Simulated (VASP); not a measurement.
# Al2GaN3 (Cm) in VASP: further runs

Al2GaN3 is run at these levels: PBEsol; tasks: single point.

Everything below comes from runs of VASP 6.6.1. Logs are shortened: lines on timing, memory, paths and dates and some standing lists are left out, and cuts for length are marked.

## 1. The cell of the first run

It takes space group Cm (No. 8, monoclinic). Conventional cell: a = 11.446 Å, b = 3.126 Å, c = 7.396 Å, α = 90.00°, β = 104.78°, γ = 90.00°. Al (site symmetry m) has 4 N at 1.88 to 1.90 Å within 2.5 Å. Al (site symmetry m) has 4 N at 1.89 to 1.90 Å within 2.5 Å. Al (site symmetry m) has 4 N at 1.89 to 1.90 Å within 2.5 Å. Al (site symmetry m) has 4 N at 1.89 to 1.90 Å within 2.5 Å. Ga (site symmetry m) has 4 N at 1.93 to 1.95 Å within 2.6 Å. Ga (site symmetry m) has 4 N at 1.93 to 1.95 Å within 2.6 Å. Within 2.5 Å of N (site symmetry m) lie 3 Al at 1.89 Å and 1 Ga at 1.95 Å. N (site symmetry m) has 3 Al at 1.89 Å and 1 Ga at 1.95 Å within 2.5 Å.

## 2. Single point, PBEsol

Input file INCAR:

```
PREC = Accurate
ENCUT = 600
EDIFF = 1E-6
ISMEAR = 0
SIGMA = 0.02
LREAL = F
LASPH = T
NELM = 120
ALGO = Normal
ISIF = 2
LWAVE = F
LCHARG = F
GGA = PS
NBANDS = 46
GGA_COMPAT = F
```

Input file KPOINTS:

```
Automatic mesh
0
Gamma
  8 8 4
```

Input file POSCAR:

```
Al2GaN3
1.0
    5.7228486290     -1.5628170960      0.0016122006
    5.7228486290      1.5628170960      0.0016122006
   -1.8886114630      0.0000000000      7.1508675246
Al Ga N
4 2 6
Direct
    0.9442414536      0.9442414536      0.3891991238
    0.8889561913      0.8889561913      0.7766529985
    0.2231898781      0.2231898781      0.4445018490
    0.5540528767      0.5540528767      0.1130329067
    0.2770715337      0.2770715337      0.0576002932
    0.6096385604      0.6096385604      0.7217925935
    0.1475692641      0.1475692641      0.1850281987
    0.4816163943      0.4816163943      0.8525015073
    0.8183354685      0.8183354685      0.5150486514
    0.7644028017      0.7644028017      0.9017133658
    0.0953106005      0.0953106005      0.5647199895
    0.4309799773      0.4309799773      0.2430095122
```

Potentials or basis: VASP PAW PBE potentials, release 64 (Al, Ga_d, N).

Launch:

```bash
$ cat potpaw_PBE.64/Al/POTCAR potpaw_PBE.64/Ga_d/POTCAR potpaw_PBE.64/N/POTCAR > POTCAR
$ mpirun -np 1 vasp_std > vasp.out
```

OUTCAR:

```text
PREC = Accurate
   ENCUT = 600
   EDIFF = 1E-6
   ISMEAR = 0
   LREAL = F
   LASPH = T
   NELM = 120
   ISIF = 2
   GGA = PS

 ion  position               nearest neighbor table
   1  0.944  0.944  0.389-  11 1.88  12 1.88  12 1.88   9 1.90   4 3.08   4 3.08   2 3.09   3 3.09
                             3 3.09   3 3.11   6 3.11   6 3.11   5 3.12   5 3.12
   2  0.889  0.889  0.777-  10 1.89   8 1.89   8 1.89   9 1.90   6 3.08   6 3.08   1 3.09   3 3.11
                             3 3.11   6 3.12   5 3.12   5 3.12   4 3.13   4 3.13
   3  0.223  0.223  0.445-   7 1.89  11 1.90   9 1.90   9 1.90   5 3.08   1 3.09   1 3.09   1 3.11
                             6 3.11   6 3.11   2 3.11   2 3.11   4 3.13   4 3.13
   4  0.554  0.554  0.113-   7 1.89   7 1.89   8 1.89  12 1.90   1 3.08   1 3.08   5 3.09   5 3.11
                             5 3.11   6 3.12   3 3.13   3 3.13   2 3.13   2 3.13
   5  0.277  0.277  0.058-  10 1.93  10 1.93  12 1.94   7 1.95   3 3.08   4 3.09   4 3.11   4 3.11
                             1 3.12   1 3.12   2 3.12   2 3.12
   6  0.610  0.610  0.722-  10 1.93  11 1.93  11 1.93   8 1.95   2 3.08   2 3.08   3 3.11   3 3.11
                             1 3.11   1 3.11   4 3.12   2 3.12
   7  0.148  0.148  0.185-   4 1.89   4 1.89   3 1.89   5 1.95
   8  0.482  0.482  0.853-   2 1.89   2 1.89   4 1.89   6 1.95
   9  0.818  0.818  0.515-   2 1.90   3 1.90   3 1.90   1 1.90
  10  0.764  0.764  0.902-   2 1.89   6 1.93   5 1.93   5 1.93
  11  0.095  0.095  0.565-   1 1.88   3 1.90   6 1.93   6 1.93
  12  0.431  0.431  0.243-   1 1.88   1 1.88   4 1.90   5 1.94

  LATTYP: Found a base centered monoclinic cell.
 ALAT       =    11.4456977122
 B/A-ratio  =     0.2730837622
 C/A-ratio  =     0.6461872380
 COS(beta)  =    -0.2550812093

  Lattice vectors:

 A1 = (   5.7228486290,  -1.5628170960,   0.0016122006)
 A2 = (   5.7228486290,   1.5628170960,   0.0016122006)
 A3 = (  -1.8886114630,   0.0000000000,   7.1508675246)

Analysis of symmetry for initial positions (statically):
=====================================================================
 Subroutine PRICEL returns:
 Original cell was already a primitive cell.

 Routine SETGRP: Setting up the symmetry group for a
 base centered monoclinic supercell.

 Subroutine GETGRP returns: Found  2 space group operations
 (whereof  2 operations were pure point group operations)
 out of a pool of  4 trial point group operations.

The static configuration has the point symmetry C_1h.

Analysis of symmetry for dynamics (positions and initial velocities):
=====================================================================
 Subroutine PRICEL returns:
 Original cell was already a primitive cell.

 Routine SETGRP: Setting up the symmetry group for a
 base centered monoclinic supercell.

 Subroutine GETGRP returns: Found  2 space group operations
 (whereof  2 operations were pure point group operations)
 out of a pool of  4 trial point group operations.

The dynamic configuration has the point symmetry C_1h.

 Subroutine INISYM returns: Found  2 space group operations
 (whereof  2 operations are pure point group operations),
 and found     1 'primitive' translations

----------------------------------------------------------------------------------------

                                     Primitive cell

  volume of cell :     127.9209

  direct lattice vectors                    reciprocal lattice vectors
     5.722848629 -1.562817096  0.001612201     0.087362577 -0.319935072  0.023073279
     5.722848629  1.562817096  0.001612201     0.087362577  0.319935072  0.023073279
    -1.888611463  0.000000000  7.150867525    -0.000039393  0.000000000  0.139832768

  length of vectors
     5.932402237  5.932402237  7.396063792     0.332450066  0.332450066  0.139832774

  position of ions in fractional coordinates (direct lattice)
     0.944241454  0.944241454  0.389199124
     0.888956191  0.888956191  0.776652998
     0.223189878  0.223189878  0.444501849
     0.554052877  0.554052877  0.113032907
     0.277071534  0.277071534  0.057600293
     0.609638560  0.609638560  0.721792593
     0.147569264  0.147569264  0.185028199
     0.481616394  0.481616394  0.852501507
     0.818335469  0.818335469  0.515048651
     0.764402802  0.764402802  0.901713366
     0.095310600  0.095310600  0.564719989
     0.430979977  0.430979977  0.243009512

  ion indices of the primitive-cell ions
   primitive index   ion index
                 1           1
                 2           2
                 3           3
                 4           4
                 5           5
                 6           6
                 7           7
                 8           8
                 9           9
                10          10
                11          11
                12          12

----------------------------------------------------------------------------------------

 KPOINTS: Automatic mesh

Automatic generation of k-mesh.
 Grid dimensions read from file:
 generate k-points for:    8    8    4

 Generating k-lattice:

  Cartesian coordinates                     Fractional coordinates (reciprocal lattice)
     0.010920322 -0.039991884  0.002884160     0.125000000 -0.000000000  0.000000000
     0.010920322  0.039991884  0.002884160    -0.000000000  0.125000000  0.000000000
    -0.000009848  0.000000000  0.034958192     0.000000000  0.000000000  0.250000000

  Length of vectors
     0.041556258  0.041556258  0.034958193

  Shift w.r.t. Gamma in fractional coordinates (k-lattice)
     0.000000000  0.000000000  0.000000000

 Subroutine IBZKPT returns following result:
 ===========================================

 Found     78 irreducible k-points:

 Following reciprocal coordinates:
            Coordinates               Weight
  0.000000  0.000000  0.000000      1.000000
  0.125000 -0.000000  0.000000      4.000000
  0.250000 -0.000000  0.000000      4.000000
  0.375000 -0.000000  0.000000      4.000000
  0.500000 -0.000000  0.000000      2.000000
  0.125000  0.125000  0.000000      2.000000
[... 16 lines left out ...]
  0.125000 -0.000000  0.250000      4.000000
  0.250000 -0.000000  0.250000      4.000000
 [... further k-points ...]
   k-points           NKPTS =     78   k-points in BZ     NKDIM =     78   number of bands    NBANDS=     46
   number of dos      NEDOS =    301   number of ions     NIONS =     12
   total plane-waves  NPLWV = 138240
   dimension x,y,z NGX =    48 NGY =   48 NGZ =   60
   dimension x,y,z NGXF=    96 NGYF=   96 NGZF=  120
   ions per type =               4   2   6
   NGX,Y,Z   is equivalent  to a cutoff of  13.45, 13.45, 13.49 a.u.
   NGXF,Y,Z  is equivalent  to a cutoff of  26.90, 26.90, 26.97 a.u.
 SYSTEM =  unknown system
   PREC   = accura    normal or accurate (medium, high low for compatibility)
   ISTART =      0    job   : 0-new  1-cont  2-samecut
   ICHARG =      2    charge: 1-file 2-atom 10-const
   ISPIN  =      1    spin polarized calculation?
   LNONCOLLINEAR =      F non collinear calculations
   LSORBIT =      F    spin-orbit coupling
   LASPH  =      T    aspherical Exc in radial PAW
   ENCUT  =  600.0 eV  44.10 Ry    6.64 a.u.  11.85 11.85 14.77*2*pi/ulx,y,z
   NELM   =    120;   NELMIN=  2; NELMDL= -5     # of ELM steps
   EDIFF  = 0.1E-05   stopping-criterion for ELM
   LREAL  =      F    real-space projection
   EDIFFG = 0.1E-04   stopping-criterion for IOM
   NSW    =      0    number of steps for IOM
   IBRION =     -1    ionic relax: 0-MD 1-quasi-New 2-CG
   NFREE  =      0    steps in history (QN), initial steepest desc. (CG)
   ISIF   =      2    stress and relaxation
   ISYM   =      2    0-nonsym 1-usesym 2-fastsym
   POTIM  = 0.5000    time-step for ionic-motion
   TEBEG  =    0.0;   TEEND  =   0.0 temperature during run
   PSTRESS=    0.0 pullay stress
   NELECT =      68.0000    total number of electrons
   NUPDOWN=      -1.0000    fix difference up-down
   EMIN   =  10.00;   EMAX   =-10.00  energy-range for DOS
   EFERMI =   0.00;   METHOD = LEGACY
   ISMEAR =     0;   SIGMA  =   0.02  broadening in eV -4-tet -1-fermi 0-gaus
   EFERMI_NEDOS =   21; number of points for ismear=-14 and -15
   IALGO  =     38    algorithm
   IMIX   =      4    mixing-type and parameters
     AMIX     =   0.40;   BMIX     =  1.00
     AMIX_MAG =   1.60;   BMIX_MAG =  1.00
  volume/ion in A,a.u.               =      10.66        71.94
  Fermi-wavevector in a.u.,A,eV,Ry     =   1.326164  2.506087 23.928724  1.758712
  Thomas-Fermi vector in A             =   2.455571
   LORBIT       =      0    0 simple, 1 ext, 2 COOP (PROOUT), +10 PAW based schemes
   GGA     = PS    functional components
   LHFCALC =     F    Hartree Fock is set to
   AEXX    =    0.0000 exact exchange contribution
   IVDW    =     0    specifies the selected vdW correction
   LEPSILON=     F    determine dielectric tensor
   LRPA    =     F    only Hartree local field effects (RPA)
 non-spin polarized calculation
 Gauss-broadening in eV      SIGMA  =   0.02
  energy-cutoff  :      600.00
  volume of cell :      127.92
 maximum number of plane-waves:      4303
   NGX = 23   NGY = 23   NGZ = 29

 number of electron      67.9999998 magnetization

 Free energy of the ion-electron system (eV)
  ---------------------------------------------------
  ext. energy  EPLUGINS =         0.00000000
  ---------------------------------------------------
  free energy    TOTEN  =       -88.82429567 eV

  energy without entropy =      -88.82429567  energy(sigma->0) =      -88.82429567

 E-fermi :   5.9683     XC(G=0): -11.4397

 val. band max:        5.8393978171   @ k =   0.0000   0.0000   0.0000
 cond. band min:       9.1925645814   @ k =   0.0000   0.0000   0.0000
 fundamental gap:      3.3531667642
 Fermi energy:         5.9683075283

 k-point     1 :       0.0000    0.0000    0.0000
  band No.  band energies     occupation
      1      -9.6800      2.00000
      2      -8.6942      2.00000
      3      -8.3715      2.00000
      4      -8.1617      2.00000
      5      -7.9892      2.00000
      6      -7.5689      2.00000
[... 38 lines left out ...]
     45      15.8672      0.00000
     46      16.4240      0.00000

 k-point     2 :       0.1250   -0.0000    0.0000
  band No.  band energies     occupation
      1      -9.5314      2.00000
      2      -8.6578      2.00000
      3      -8.3269      2.00000
      4      -8.1016      2.00000
      5      -7.9627      2.00000
      6      -7.5041      2.00000
[... 38 lines left out ...]
     45      15.4973      0.00000
     46      15.7467      0.00000

 k-point     3 :       0.2500   -0.0000    0.0000
  band No.  band energies     occupation
      1      -9.1387      2.00000
      2      -8.5718      2.00000
      3      -8.2331      2.00000
      4      -7.9675      2.00000
      5      -7.8841      2.00000
      6      -7.3686      2.00000
[... 38 lines left out ...]
     45      15.0160      0.00000
     46      15.2810      0.00000

 k-point     4 :       0.3750   -0.0000    0.0000
  band No.  band energies     occupation
      1      -8.7325      2.00000
      2      -8.4540      2.00000
      3      -8.1189      2.00000
      4      -7.8565      2.00000
      5      -7.7982      2.00000
      6      -7.2380      2.00000
[... 920 lines left out ...]
     45      15.5389      0.00000
     46      16.1253      0.00000

 k-point    23 :       0.1250   -0.0000    0.2500
  band No.  band energies     occupation
      1      -9.4173      2.00000
      2      -8.8345      2.00000
      3      -8.3617      2.00000
      4      -8.1046      2.00000
      5      -7.9911      2.00000
      6      -7.4368      2.00000
[... 38 lines left out ...]
     45      15.3097      0.00000
     46      15.4937      0.00000

 k-point    24 :       0.2500   -0.0000    0.2500
  band No.  band energies     occupation
      1      -9.0422      2.00000
      2      -8.6630      2.00000
      3      -8.2582      2.00000
      4      -7.9879      2.00000
      5      -7.9160      2.00000
      6      -7.3401      2.00000
[... 38 lines left out ...]
     45      15.1519      0.00000
     46      15.5033      0.00000

 [... further k-points ...]

------------------------ aborting loop because EDIFF is reached ----------------------------------------

  FORCE on cell =-STRESS in cart. coord.  units (eV):
  Direction    XX          YY          ZZ          XY          YZ          ZX
  --------------------------------------------------------------------------------------
  -------------------------------------------------------------------------------------
  Total        1.4911222      1.4675914      1.4717864      0.0000000      0.0000000     -0.0083195
  in kB       18.6759357     18.3812179     18.4337594      0.0000000      0.0000000     -0.1042001
  external PRESSURE =      18.4969710 kB  Pullay stress =       0.0000000 kB

 VOLUME and BASIS-vectors are now :
 -----------------------------------------------------------------------------
  energy-cutoff  :      600.00
  volume of cell :      127.92
      direct lattice vectors                 reciprocal lattice vectors
     5.722848629 -1.562817096  0.001612201     0.087362577 -0.319935072  0.023073279
     5.722848629  1.562817096  0.001612201     0.087362577  0.319935072  0.023073279
    -1.888611463  0.000000000  7.150867525    -0.000039393  0.000000000  0.139832768

 POSITION                                       TOTAL-FORCE (eV/Angst)
 -----------------------------------------------------------------------------------
     10.07246      0.00000      2.78616        -0.001550      0.000000     -0.000629
      8.70793      0.00000      5.55661         0.001218      0.000000     -0.002351
      1.71507      0.00000      3.17929         0.000505      0.000000      0.000577
      6.12805      0.00000      0.81007        -0.000725      0.000000      0.000204
      3.06249      0.00000      0.41279         0.003312      0.000000     -0.003471
      5.61455      0.00000      5.16341         0.004690      0.000000     -0.002896
      1.33959      0.00000      1.32359         0.008886      0.000000     -0.005006
      3.90239      0.00000      6.09768         0.010485      0.000000     -0.005128
      8.39369      0.00000      3.68568         0.001139      0.000000     -0.000627
      7.04614      0.00000      6.45050        -0.016279      0.000000      0.008736
      0.02436      0.00000      4.03855        -0.002198      0.000000      0.017501
      4.47392      0.00000      1.73912        -0.009482      0.000000     -0.006909
 -----------------------------------------------------------------------------------
    total drift:                               -0.000550      0.000000      0.001475

  FREE ENERGIE OF THE ION-ELECTRON SYSTEM (eV)
  ---------------------------------------------------
  free  energy   TOTEN  =       -88.8242956720 eV

  energy  without entropy=      -88.8242956720  energy(sigma->0) =      -88.82429567
```

Run time: 23 min. Hardware: 1 thread of Oxide Virtual Turin-like, shared host; peak memory 0.63 GiB.

What came out:

| Property | Result |
| --- | --- |
| Free energy | -88.8243 eV |
| Pressure | 1.8 GPa |
| Largest force | 0.018 eV/Å |
| Band gap on the k mesh | 3.35 eV |

Forces in eV/Å, atoms in the order of the input:
```
Al  -0.002  0.000 -0.001
Al   0.001  0.000 -0.002
Al   0.001  0.000  0.001
Al  -0.001  0.000  0.000
Ga   0.003  0.000 -0.003
Ga   0.005  0.000 -0.003
N    0.009  0.000 -0.005
N    0.010  0.000 -0.005
N    0.001  0.000 -0.001
N   -0.016  0.000  0.009
N   -0.002  0.000  0.018
N   -0.009  0.000 -0.007
```

Levels at points of the mesh, in eV from the valence-band top:
```tsv
k point	band 31	band 32	band 33	band 34	band 35	band 36	band 37	band 38
(0.00, 0.00, 0.00)	-0.88	-0.06	-0.01	0.00	3.35	5.12	5.38	5.84
(0.50, 0.00, 0.00)	-1.54	-1.45	-1.32	-1.28	4.74	5.11	5.51	5.73
(0.50, 0.50, 0.00)	-0.83	-0.67	-0.55	-0.37	5.28	5.41	5.63	5.97
(0.00, 0.00, 0.50)	-0.52	-0.43	-0.31	-0.11	4.66	4.79	5.14	5.18
(0.50, 0.00, 0.50)	-1.89	-1.06	-0.92	-0.76	5.30	5.43	5.59	5.78
(0.50, 0.50, 0.50)	-0.71	-0.64	-0.27	-0.20	5.15	5.20	5.65	5.97
```

Caveat: the PAW data sets were made with another functional, which shifts forces and pressure a little. A k mesh can miss the band edges.

## 3. Single point, PBEsol

This run uses another cell than the first one, of 10.88 Å³/atom.

Input file INCAR:

```
PREC     = Accurate       # precision mode
ENCUT    = 600            # plane-wave cutoff, eV
EDIFF    = 1E-6           # SCF threshold, eV
ISMEAR   = 0              # smearing method
SIGMA    = 0.02           # smearing width, eV
LREAL    = F              # projectors in reciprocal space
LASPH    = T              # aspherical terms in the spheres
NELM     = 120            # most SCF steps
ALGO     = Normal         # electronic algorithm
ISIF     = 2              # what is computed and relaxed
LWAVE    = F              # write WAVECAR
LCHARG   = F              # write CHGCAR
GGA      = PS             # functional
NBANDS   = 46             # bands
GGA_COMPAT= F
```

KPOINTS is that of step 2.

Input file POSCAR:

```
Al2GaN3
1.0
    5.7642743454     -1.5732973846      0.0003596300
    5.7642743454      1.5732973846      0.0003596300
   -1.9038616641      0.0000000000      7.2007584800
Al Ga N
4 2 6
Direct
    0.9441896571      0.9441896571      0.3892457837
    0.8889131820      0.8889131820      0.7767427623
    0.2230765304      0.2230765304      0.4445204687
    0.5540669983      0.5540669983      0.1130299219
    0.2771033528      0.2771033528      0.0575968138
    0.6096548026      0.6096548026      0.7217951214
    0.1476626576      0.1476626576      0.1849797472
    0.4816629475      0.4816629475      0.8524173790
    0.8183169756      0.8183169756      0.5150605272
    0.7643994793      0.7643994793      0.9017259068
    0.0952791583      0.0952791583      0.5647387316
    0.4310392588      0.4310392588      0.2429478261
```

Potentials or basis: VASP PAW PBE potentials, release 64 (Al, Ga_d, N).

Launch:

```bash
$ cat potpaw_PBE.64/Al/POTCAR potpaw_PBE.64/Ga_d/POTCAR potpaw_PBE.64/N/POTCAR > POTCAR
$ mpirun -np 1 vasp_std > vasp.out
```

Wall time 19 min (1 thread of Oxide Virtual Turin-like, shared host); peak memory 0.64 GiB.

It converged, with:

- Free energy: -88.8240 eV
- Pressure: -2.3 GPa
- Largest force: 0.012 eV/Å
- Band gap on the k mesh: 3.19 eV

Forces in eV/Å, atoms in the order of the input:
```
Al   0.000  0.000  0.000
Al  -0.001  0.000  0.000
Al   0.001  0.000  0.001
Al   0.000  0.000 -0.001
Ga   0.003  0.000 -0.008
Ga   0.007  0.000 -0.001
N    0.004  0.000 -0.002
N    0.005  0.000 -0.003
N    0.002  0.000 -0.001
N   -0.011  0.000  0.006
N   -0.003  0.000  0.011
N   -0.006  0.000 -0.003
```

Levels at points of the mesh, in eV from the valence-band top:
```csv
k point,band 30,band 31,band 32,band 33,band 34,band 35,band 36,band 37,band 38,band 39
"(0.00, 0.00, 0.00)",-0.91,-0.86,-0.06,-0.01,0.00,3.19,5.04,5.28,5.70,5.90
"(0.50, 0.00, 0.00)",-1.66,-1.51,-1.42,-1.30,-1.26,4.68,5.05,5.46,5.69,6.82
"(0.50, 0.50, 0.00)",-0.92,-0.81,-0.66,-0.54,-0.37,5.20,5.27,5.54,5.89,6.75
"(0.00, 0.00, 0.50)",-1.27,-0.51,-0.42,-0.30,-0.11,4.58,4.65,5.03,5.10,6.78
"(0.50, 0.00, 0.50)",-1.92,-1.86,-1.04,-0.91,-0.75,5.24,5.37,5.54,5.72,6.49
"(0.50, 0.50, 0.50)",-0.73,-0.69,-0.63,-0.27,-0.20,5.02,5.10,5.54,5.81,6.46
```

Caveat: the PAW data sets were made with another functional, which shifts forces and pressure a little. A k mesh can miss the band edges.
